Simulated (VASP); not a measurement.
# Tl (Fd-3m) in VASP: a series of runs, part 2 of 2

VASP 6.6.1. Earlier steps stand in the parts before.

## (3) Single point, RPBE (51.24 Å³/atom)

This run uses another cell than the first one, of 51.24 Å³/atom.

INCAR

```
SYSTEM = Tl
PREC     = Accurate       ! precision mode
ENCUT    = 520            ! plane-wave cutoff, eV
EDIFF    = 1E-6           ! SCF threshold, eV
ISMEAR   = -1             ! smearing method
SIGMA    = 0.1            ! smearing width, eV
LREAL    = .False.        ! projectors in reciprocal space
LASPH    = .True.         ! aspherical terms in the spheres
NELM     = 60             ! most SCF steps
ALGO     = Normal         ! electronic algorithm
ISIF     = 2              ! what is computed and relaxed
LWAVE    = .False.        ! write WAVECAR
LCHARG   = .False.        ! write CHGCAR
GGA      = RP             ! functional
NBANDS   = 20             ! bands
```

KPOINTS

```
regular mesh
0
Gamma
  9 9 9
  0 0 0
```

POSCAR

```
Tl
1.0
    0.0000000000      3.7142790224      3.7142790224
    3.7142790224      0.0000000000      3.7142790224
    3.7142790224      3.7142790224      0.0000000000
Tl
2
Direct
    0.1250000000      0.1250000000      0.1250000000
    0.8750000000      0.8750000000      0.8750000000
```

Potentials or basis: VASP PAW PBE potentials, release 64 (Tl_d).

Launch:

```sh
> cat potpaw_PBE.64/Tl_d/POTCAR > POTCAR
> mpirun -np 1 vasp_std > vasp.out
```

OUTCAR:

```text
SYSTEM = Tl
   PREC = Accurate
   ENCUT = 520
   EDIFF = 1E-6
   ISMEAR = -1
   LREAL = .False.
   LASPH = .True.
   NELM = 60
   ISIF = 2
   GGA = RP

 ion  position               nearest neighbor table
   1  0.125  0.125  0.125-   2 3.22   2 3.22   2 3.22   2 3.22
   2  0.875  0.875  0.875-   1 3.22   1 3.22   1 3.22   1 3.22

  LATTYP: Found a face centered cubic cell.
 ALAT       =     7.4285580448

  Lattice vectors:

 A1 = (   0.0000000000,   3.7142790224,   3.7142790224)
 A2 = (   3.7142790224,   0.0000000000,   3.7142790224)
 A3 = (   3.7142790224,   3.7142790224,   0.0000000000)

Analysis of symmetry for initial positions (statically):
=====================================================================
 Subroutine PRICEL returns:
 Original cell was already a primitive cell.

 Routine SETGRP: Setting up the symmetry group for a
 face centered cubic supercell.

 Subroutine GETGRP returns: Found 48 space group operations
 (whereof 12 operations were pure point group operations)
 out of a pool of 48 trial point group operations.

The static configuration has the point symmetry D_3d.
 The point group associated with its full space group is O_h .

Analysis of symmetry for dynamics (positions and initial velocities):
=====================================================================
 Subroutine PRICEL returns:
 Original cell was already a primitive cell.

 Routine SETGRP: Setting up the symmetry group for a
 face centered cubic supercell.

 Subroutine GETGRP returns: Found 48 space group operations
 (whereof 12 operations were pure point group operations)
 out of a pool of 48 trial point group operations.

The dynamic configuration has the point symmetry D_3d.
 The point group associated with its full space group is O_h .

 Subroutine INISYM returns: Found 48 space group operations
 (whereof 12 operations are pure point group operations),
 and found     1 'primitive' translations

----------------------------------------------------------------------------------------

                                     Primitive cell

  volume of cell :     102.4834

  direct lattice vectors                    reciprocal lattice vectors
     0.000000000  3.714279022  3.714279022    -0.134615627  0.134615627  0.134615627
     3.714279022  0.000000000  3.714279022     0.134615627 -0.134615627  0.134615627
     3.714279022  3.714279022  0.000000000     0.134615627  0.134615627 -0.134615627

  length of vectors
     5.252783768  5.252783768  5.252783768     0.233161106  0.233161106  0.233161106

  position of ions in fractional coordinates (direct lattice)
     0.125000000  0.125000000  0.125000000
     0.875000000  0.875000000  0.875000000

  ion indices of the primitive-cell ions
   primitive index   ion index
                 1           1
                 2           2

----------------------------------------------------------------------------------------

 KPOINTS: regular mesh

Automatic generation of k-mesh.
 Grid dimensions read from file:
 generate k-points for:    9    9    9

 Generating k-lattice:

  Cartesian coordinates                     Fractional coordinates (reciprocal lattice)
    -0.014957292  0.014957292  0.014957292     0.111111111  0.000000000  0.000000000
     0.014957292 -0.014957292  0.014957292     0.000000000  0.111111111  0.000000000
     0.014957292  0.014957292 -0.014957292     0.000000000  0.000000000  0.111111111

  Length of vectors
     0.025906790  0.025906790  0.025906790

  Shift w.r.t. Gamma in fractional coordinates (k-lattice)
     0.000000000  0.000000000  0.000000000

 Subroutine IBZKPT returns following result:
 ===========================================

 Found     35 irreducible k-points:

 Following reciprocal coordinates:
            Coordinates               Weight
  0.000000  0.000000  0.000000      1.000000
  0.111111  0.000000  0.000000      8.000000
  0.222222  0.000000  0.000000      8.000000
  0.333333  0.000000  0.000000      8.000000
  0.444444  0.000000  0.000000      8.000000
  0.111111  0.111111  0.000000      6.000000
[... 16 lines left out ...]
 -0.333333  0.333333  0.000000     12.000000
  0.444444  0.444444  0.000000      6.000000
 [... further k-points ...]
   k-points           NKPTS =     35   k-points in BZ     NKDIM =     35   number of bands    NBANDS=     20
   number of dos      NEDOS =    301   number of ions     NIONS =      2
   total plane-waves  NPLWV =  64000
   dimension x,y,z NGX =    40 NGY =   40 NGZ =   40
   dimension x,y,z NGXF=    80 NGYF=   80 NGZF=   80
   ions per type =               2
   NGX,Y,Z   is equivalent  to a cutoff of  12.66, 12.66, 12.66 a.u.
   NGXF,Y,Z  is equivalent  to a cutoff of  25.32, 25.32, 25.32 a.u.
 SYSTEM =  Tl
   PREC   = accura    normal or accurate (medium, high low for compatibility)
   ISTART =      0    job   : 0-new  1-cont  2-samecut
   ICHARG =      2    charge: 1-file 2-atom 10-const
   ISPIN  =      1    spin polarized calculation?
   LNONCOLLINEAR =      F non collinear calculations
   LSORBIT =      F    spin-orbit coupling
   LASPH  =      T    aspherical Exc in radial PAW
   ENCUT  =  520.0 eV  38.22 Ry    6.18 a.u.   9.77  9.77  9.77*2*pi/ulx,y,z
   NELM   =     60;   NELMIN=  2; NELMDL= -5     # of ELM steps
   EDIFF  = 0.1E-05   stopping-criterion for ELM
   LREAL  =      F    real-space projection
   EDIFFG = 0.1E-04   stopping-criterion for IOM
   NSW    =      0    number of steps for IOM
   IBRION =     -1    ionic relax: 0-MD 1-quasi-New 2-CG
   NFREE  =      0    steps in history (QN), initial steepest desc. (CG)
   ISIF   =      2    stress and relaxation
   ISYM   =      2    0-nonsym 1-usesym 2-fastsym
   POTIM  = 0.5000    time-step for ionic-motion
   TEBEG  =    0.0;   TEEND  =   0.0 temperature during run
   PSTRESS=    0.0 pullay stress
   NELECT =      26.0000    total number of electrons
   NUPDOWN=      -1.0000    fix difference up-down
   EMIN   =  10.00;   EMAX   =-10.00  energy-range for DOS
   EFERMI =   0.00;   METHOD = LEGACY
   ISMEAR =    -1;   SIGMA  =   0.10  broadening in eV -4-tet -1-fermi 0-gaus
   EFERMI_NEDOS =   21; number of points for ismear=-14 and -15
   IALGO  =     38    algorithm
   IMIX   =      4    mixing-type and parameters
     AMIX     =   0.40;   BMIX     =  1.00
     AMIX_MAG =   1.60;   BMIX_MAG =  1.00
  volume/ion in A,a.u.               =      51.24       345.80
  Fermi-wavevector in a.u.,A,eV,Ry     =   1.036370  1.958455 14.613506  1.074062
  Thomas-Fermi vector in A             =   2.170757
   LORBIT       =      0    0 simple, 1 ext, 2 COOP (PROOUT), +10 PAW based schemes
   GGA     = RP    functional components
   LHFCALC =     F    Hartree Fock is set to
   AEXX    =    0.0000 exact exchange contribution
   IVDW    =     0    specifies the selected vdW correction
   LEPSILON=     F    determine dielectric tensor
   LRPA    =     F    only Hartree local field effects (RPA)
 non-spin polarized calculation
  energy-cutoff  :      520.00
  volume of cell :      102.48
 maximum number of plane-waves:      2785
   NGX = 19   NGY = 19   NGZ = 19

 number of electron      26.0000001 magnetization

 Free energy of the ion-electron system (eV)
  ---------------------------------------------------
  ext. energy  EPLUGINS =         0.00000000
  ---------------------------------------------------
  free energy    TOTEN  =        -3.06126506 eV

  energy without entropy =       -2.99171330  energy(sigma->0) =       -3.02648918

 E-fermi :   2.1976     XC(G=0):  -7.1185

 val. band max:        2.1495521812   @ k =  -0.4444   0.3333   0.1111
 cond. band min:       2.2094568991   @ k =  -0.3333   0.3333   0.1111
 fundamental gap:      0.0599047179
 Fermi energy:         2.1975955121

 k-point     1 :       0.0000    0.0000    0.0000
  band No.  band energies     occupation
      1      -9.6496      2.00000
      2      -9.6496      2.00000
      3      -9.6496      2.00000
      4      -9.5953      2.00000
      5      -9.5953      2.00000
      6      -9.2280      2.00000
[... 12 lines left out ...]
     19       6.6991      0.00000
     20      10.3245      0.00000
[... 507 lines left out ...]
 k-point    24 :       0.4444    0.4444    0.0000
  band No.  band energies     occupation
      1      -9.7033      2.00000
      2      -9.7033      2.00000
      3      -9.6129      2.00000
      4      -9.5457      2.00000
      5      -9.4286      2.00000
      6      -9.3594      2.00000
[... 12 lines left out ...]
     19       9.6972      0.00000
     20      10.9348      0.00000

 [... further k-points ...]

------------------------ aborting loop because EDIFF is reached ----------------------------------------

  FORCE on cell =-STRESS in cart. coord.  units (eV):
  Direction    XX          YY          ZZ          XY          YZ          ZX
  --------------------------------------------------------------------------------------
  -------------------------------------------------------------------------------------
  Total       -0.2252063     -0.2252063     -0.2252063     -0.0000000      0.0000000     -0.0000000
  in kB       -3.5207688     -3.5207688     -3.5207688     -0.0000000      0.0000000     -0.0000000
  external PRESSURE =      -3.5207688 kB  Pullay stress =       0.0000000 kB

 VOLUME and BASIS-vectors are now :
 -----------------------------------------------------------------------------
  energy-cutoff  :      520.00
  volume of cell :      102.48
      direct lattice vectors                 reciprocal lattice vectors
     0.000000000  3.714279022  3.714279022    -0.134615627  0.134615627  0.134615627
     3.714279022  0.000000000  3.714279022     0.134615627 -0.134615627  0.134615627
     3.714279022  3.714279022  0.000000000     0.134615627  0.134615627 -0.134615627

 POSITION                                       TOTAL-FORCE (eV/Angst)
 -----------------------------------------------------------------------------------
      0.92857      0.92857      0.92857        -0.000000     -0.000000     -0.000000
      6.49999      6.49999      6.49999         0.000000      0.000000      0.000000
 -----------------------------------------------------------------------------------
    total drift:                                0.000000      0.000000     -0.000000

  FREE ENERGIE OF THE ION-ELECTRON SYSTEM (eV)
  ---------------------------------------------------
  free  energy   TOTEN  =        -3.0612650597 eV

  energy  without entropy=       -2.9917132992  energy(sigma->0) =       -3.02648918
```

Wall time 31 s (1 thread of AMD EPYC 9R45 (Zen 5), shared host); peak memory 0.22 GiB.

Results:

| Quantity | Value |
| --- | --- |
| Free energy | -3.0613 eV |
| Pressure | -0.4 GPa |
| Band gap on the k mesh | zero (bands 13 and 14 overlap by 2.24 eV) |

Caveat: the PAW data sets were made with another functional, which shifts forces and pressure a little; spin-orbit coupling is left out, which moves the levels of the heavy elements.
